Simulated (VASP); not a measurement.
# C16SO31 (a cell with a defect) in VASP: single point with PBE

Aim: the single point of C16SO31 (a cell with a defect) with PBE.

Everything below comes from runs of VASP 6.6.1. Logs are shortened: lines on timing, memory, paths and dates and some standing lists are left out, and cuts for length are marked.

### Step 1. The cell of the first run

The cell holds a defect, 48 atoms: a = 8.454 Å, b = 8.454 Å, c = 9.376 Å, α = 90.00°, β = 90.00°, γ = 90.00°.

### Step 2. Single point, PBE

INCAR reads:

```
SYSTEM = C16SO31
PREC     = Accurate       ! precision mode
ENCUT    = 520            ! plane-wave cutoff, eV
EDIFF    = 1E-6           ! SCF threshold, eV
ISMEAR   = -1             ! smearing method
SIGMA    = 0.01           ! smearing width, eV
LREAL    = Auto         
LASPH    = .True.         ! aspherical terms in the spheres
NELM     = 100            ! most SCF steps
ALGO     = Normal         ! electronic algorithm
ISIF     = 2              ! what is computed and relaxed
LWAVE    = .False.        ! write WAVECAR
LCHARG   = .False.        ! write CHGCAR
GGA      = PE             ! functional
NBANDS   = 158            ! bands
LUSENCCL = .False.
```

KPOINTS reads:

```
Automatic mesh
0
Gamma
  2 2 2
  0 0 0
```

POSCAR reads:

```
C16SO31
1.0
    8.4544255800      0.0000000000      0.0000000000
    0.0000000000      8.4544255800      0.0000000000
    0.0000000000      0.0000000000      9.3755431800
C S O
16 1 31
Direct
    0.2500000000      0.2500000000      0.2500000000
    0.2500000000      0.2500000000      0.7500000000
    0.2500000000      0.7500000000      0.2500000000
    0.2500000000      0.7500000000      0.7500000000
    0.7500000000      0.2500000000      0.2500000000
    0.7500000000      0.2500000000      0.7500000000
    0.7500000000      0.7500000000      0.2500000000
    0.7500000000      0.7500000000      0.7500000000
    0.0000000000      0.0000000000      0.0000000000
    0.0000000000      0.0000000000      0.5000000000
    0.0000000000      0.5000000000      0.0000000000
    0.0000000000      0.5000000000      0.5000000000
    0.5000000000      0.0000000000      0.0000000000
    0.5000000000      0.0000000000      0.5000000000
    0.5000000000      0.5000000000      0.0000000000
    0.5000000000      0.5000000000      0.5000000000
    0.1524134300      0.3475865700      0.2500000000
    0.1524134300      0.3475865700      0.7500000000
    0.1524134300      0.8475865700      0.2500000000
    0.1524134300      0.8475865700      0.7500000000
    0.6524134300      0.3475865700      0.2500000000
    0.6524134300      0.3475865700      0.7500000000
    0.6524134300      0.8475865700      0.2500000000
    0.6524134300      0.8475865700      0.7500000000
    0.3475865700      0.1524134300      0.2500000000
    0.3475865700      0.1524134300      0.7500000000
    0.3475865700      0.6524134300      0.2500000000
    0.3475865700      0.6524134300      0.7500000000
    0.8475865700      0.1524134300      0.2500000000
    0.8475865700      0.1524134300      0.7500000000
    0.8475865700      0.6524134300      0.2500000000
    0.8475865700      0.6524134300      0.7500000000
    0.0975865700      0.0975865700      0.0000000000
    0.0975865700      0.0975865700      0.5000000000
    0.0975865700      0.5975865700      0.0000000000
    0.0975865700      0.5975865700      0.5000000000
    0.5975865700      0.0975865700      0.0000000000
    0.5975865700      0.0975865700      0.5000000000
    0.5975865700      0.5975865700      0.0000000000
    0.5975865700      0.5975865700      0.5000000000
    0.4024134300      0.4024134300      0.0000000000
    0.4024134300      0.4024134300      0.5000000000
    0.4024134300      0.9024134300      0.0000000000
    0.4024134300      0.9024134300      0.5000000000
    0.9024134300      0.4024134300      0.0000000000
    0.9024134300      0.4024134300      0.5000000000
    0.9024134300      0.9024134300      0.0000000000
    0.9024134300      0.9024134300      0.5000000000
```

Potentials or basis: VASP PAW PBE potentials, release 64 (C, S, O).

On the command line:

```
> cat potpaw_PBE.64/C/POTCAR potpaw_PBE.64/S/POTCAR potpaw_PBE.64/O/POTCAR > POTCAR
> mpirun -np 1 vasp_std > vasp.out
```

OUTCAR:

```text
SYSTEM = C16SO31
   PREC = Accurate
   ENCUT = 520
   EDIFF = 1E-6
   ISMEAR = -1
   LREAL = Auto
   LASPH = .True.
   NELM = 100
   ISIF = 2
   GGA = PE

 ion  position               nearest neighbor table
   1  0.250  0.250  0.250-  17 1.17  25 1.17
   2  0.250  0.250  0.750-  18 1.17  26 1.17
   3  0.250  0.750  0.250-  19 1.17  27 1.17
   4  0.250  0.750  0.750-  20 1.17  28 1.17
   5  0.750  0.250  0.250-  21 1.17  29 1.17
   6  0.750  0.250  0.750-  22 1.17  30 1.17
[... 9 lines left out ...]
  16  0.500  0.500  0.500-  40 1.17  42 1.17
  17  0.152  0.348  0.250-   1 1.17  25 2.33
[... 29 lines left out ...]
  47  0.902  0.902  0.000-   9 1.17
  48  0.902  0.902  0.500-  10 1.17

 -----------------------------------------------------------------------------
|                                                                             |
|           W    W    AA    RRRRR   N    N  II  N    N   GGGG   !!!           |
|           W    W   A  A   R    R  NN   N  II  NN   N  G    G  !!!           |
|           W    W  A    A  R    R  N N  N  II  N N  N  G       !!!           |
|           W WW W  AAAAAA  RRRRR   N  N N  II  N  N N  G  GGG   !            |
|           WW  WW  A    A  R   R   N   NN  II  N   NN  G    G                |
|           W    W  A    A  R    R  N    N  II  N    N   GGGG   !!!           |
|                                                                             |
|     The distance between some ions is very small. Please check the          |
|     nearest-neighbor list in the OUTCAR file.                               |
|     I HOPE YOU KNOW WHAT YOU ARE DOING!                                     |
|                                                                             |
 -----------------------------------------------------------------------------

  LATTYP: Found a simple tetragonal cell.
 ALAT       =     8.4544255800
 C/A-ratio  =     1.1089509383

  Lattice vectors:

 A1 = (   8.4544255800,   0.0000000000,   0.0000000000)
 A2 = (   0.0000000000,   8.4544255800,   0.0000000000)
 A3 = (   0.0000000000,   0.0000000000,   9.3755431800)

Analysis of symmetry for initial positions (statically):
=====================================================================
 Subroutine PRICEL returns:
 Original cell was already a primitive cell.

 Routine SETGRP: Setting up the symmetry group for a
 simple tetragonal supercell.

 Subroutine GETGRP returns: Found  4 space group operations
 (whereof  1 operations were pure point group operations)
 out of a pool of 16 trial point group operations.

The static configuration has the point symmetry C_1 .
 The point group associated with its full space group is C_2v.

[... 196 lines left out ...]
   PSTRESS=    0.0 pullay stress
   NELECT =     256.0000    total number of electrons
   NUPDOWN=      -1.0000    fix difference up-down
   EMIN   =  10.00;   EMAX   =-10.00  energy-range for DOS
   EFERMI =   0.00;   METHOD = LEGACY
   ISMEAR =    -1;   SIGMA  =   0.01  broadening in eV -4-tet -1-fermi 0-gaus
   EFERMI_NEDOS =   21; number of points for ismear=-14 and -15
   IALGO  =     38    algorithm
   IMIX   =      4    mixing-type and parameters
     AMIX     =   0.40;   BMIX     =  1.00
     AMIX_MAG =   1.60;   BMIX_MAG =  1.00
  volume/ion in A,a.u.               =      13.96        94.21
  Fermi-wavevector in a.u.,A,eV,Ry     =   1.187864  2.244737 19.198094  1.411020
  Thomas-Fermi vector in A             =   2.324006
   LORBIT       =      0    0 simple, 1 ext, 2 COOP (PROOUT), +10 PAW based schemes
   GGA     = PE    functional components
   LHFCALC =     F    Hartree Fock is set to
   AEXX    =    0.0000 exact exchange contribution
   IVDW    =     0    specifies the selected vdW correction
   LEPSILON=     F    determine dielectric tensor
   LRPA    =     F    only Hartree local field effects (RPA)
 non-spin polarized calculation
  energy-cutoff  :      520.00
  volume of cell :      670.14
 maximum number of plane-waves:     18099
 NGX is ok and might be reduce to    64
   NGX = 31   NGY = 31   NGZ = 35

 number of electron     255.9999888 magnetization

 Free energy of the ion-electron system (eV)
  ---------------------------------------------------
  ext. energy  EPLUGINS =         0.00000000
  ---------------------------------------------------
  free energy    TOTEN  =      -356.28836568 eV

  energy without entropy =     -356.28836568  energy(sigma->0) =     -356.28836568

 E-fermi :  -1.3270     XC(G=0):  -8.1803

 val. band max:       -1.5703373674   @ k =   0.0000   0.0000   0.0000
 cond. band min:       3.7154877222   @ k =   0.0000   0.0000   0.0000
 fundamental gap:      5.2858250895
 Fermi energy:        -1.3270232460

 k-point     1 :       0.0000    0.0000    0.0000
  band No.  band energies     occupation
      1     -23.9066      2.00000
      2     -23.8636      2.00000
      3     -23.7401      2.00000
      4     -23.6950      2.00000
      5     -23.6887      2.00000
      6     -23.6531      2.00000
[... 847 lines left out ...]
    139       4.9602      0.00000
    140       4.9896      0.00000
 [bands above 140 left out]

------------------------ aborting loop because EDIFF is reached ----------------------------------------

  FORCE on cell =-STRESS in cart. coord.  units (eV):
  Direction    XX          YY          ZZ          XY          YZ          ZX
  --------------------------------------------------------------------------------------
  -------------------------------------------------------------------------------------
  Total       57.9242676     57.9242676      8.8234922    -34.6117826      0.0000000      0.0000000
  in kB      138.4861954    138.4861954     21.0953356    -82.7503616      0.0000000      0.0000000
  external PRESSURE =      99.3559088 kB  Pullay stress =       0.0000000 kB

 VOLUME and BASIS-vectors are now :
 -----------------------------------------------------------------------------
  energy-cutoff  :      520.00
  volume of cell :      670.14
      direct lattice vectors                 reciprocal lattice vectors
     8.454425580  0.000000000  0.000000000     0.118281247  0.000000000  0.000000000
     0.000000000  8.454425580  0.000000000     0.000000000  0.118281247  0.000000000
     0.000000000  0.000000000  9.375543180     0.000000000  0.000000000  0.106660487

 POSITION                                       TOTAL-FORCE (eV/Angst)
 -----------------------------------------------------------------------------------
      2.11361      2.11361      2.34389        38.372478    -38.372478     -0.000000
      2.11361      2.11361      7.03166         0.090674     -0.090674     -0.000000
      2.11361      6.34082      2.34389        -0.105169      0.364002     -0.000000
      2.11361      6.34082      7.03166         0.022759      0.030468     -0.000000
      6.34082      2.11361      2.34389        -0.364002      0.105169     -0.000000
      6.34082      2.11361      7.03166        -0.030468     -0.022759     -0.000000
[... 40 lines left out ...]
      7.62939      7.62939      0.00000        -0.578280     -0.595534      0.010509
      7.62939      7.62939      4.68777        -0.578280     -0.595534     -0.010509
 -----------------------------------------------------------------------------------
    total drift:                               -0.001048      0.001048      0.000000

  FREE ENERGIE OF THE ION-ELECTRON SYSTEM (eV)
  ---------------------------------------------------
  free  energy   TOTEN  =      -356.2883656835 eV

  energy  without entropy=     -356.2883656835  energy(sigma->0) =     -356.28836568
```

Run time: 2.5 min. Hardware: 1 × NVIDIA H100 80GB with 1 thread of Intel Xeon Platinum 8481C at 2.70GHz (Sapphire Rapids), shared host; peak memory 1.7 GiB.

What came out:

| Item | Value |
| --- | --- |
| Free energy | -356.2884 eV |
| Pressure | 9.9 GPa |
| Largest force | 57.447 eV/Å |
| Band gap on the k mesh | 5.29 eV |

Forces on the atoms (eV/Å):
```
C    38.372 -38.372   0.000
C     0.091  -0.091   0.000
C    -0.105   0.364   0.000
C     0.023   0.030   0.000
C    -0.364   0.105   0.000
C    -0.030  -0.023   0.000
C    -0.131   0.131   0.000
C    -0.069   0.069   0.000
C     0.068   0.048  -0.020
C     0.068   0.048   0.020
C    -0.084   0.084  -0.212
C    -0.084   0.084   0.212
C    -0.065   0.065   0.109
C    -0.065   0.065  -0.109
C    -0.048  -0.068  -0.020
C    -0.048  -0.068   0.020
S   -40.621  40.621   0.000
O    -0.595   0.595   0.000
O    -0.500   0.411   0.000
O    -0.558   0.540   0.000
O    -0.411   0.500   0.000
O    -0.540   0.558   0.000
O    -0.470   0.470   0.000
O    -0.513   0.513   0.000
O     2.594  -2.594   0.000
O     0.505  -0.505   0.000
O     0.652  -0.608   0.000
O     0.544  -0.560   0.000
O     0.608  -0.652   0.000
O     0.560  -0.544   0.000
O     0.620  -0.620   0.000
O     0.588  -0.588   0.000
O     0.486   0.495  -0.059
O     0.486   0.495   0.059
O     0.552   0.598  -0.021
O     0.552   0.598   0.021
O     0.572   0.531  -0.035
O     0.572   0.531   0.035
O     0.596   0.578   0.011
O     0.596   0.578  -0.011
O    -0.495  -0.486  -0.059
O    -0.495  -0.486   0.059
O    -0.531  -0.572  -0.035
O    -0.531  -0.572   0.035
O    -0.598  -0.552  -0.021
O    -0.598  -0.552   0.021
O    -0.578  -0.596   0.011
O    -0.578  -0.596  -0.011
```

Stress tensor (GPa, compression positive):
```
13.85 -8.28  0.00
-8.28 13.85  0.00
 0.00  0.00  2.11
```

Caveat: atoms lie so close that the PAW spheres overlap strongly, which falsifies energies and pressures.
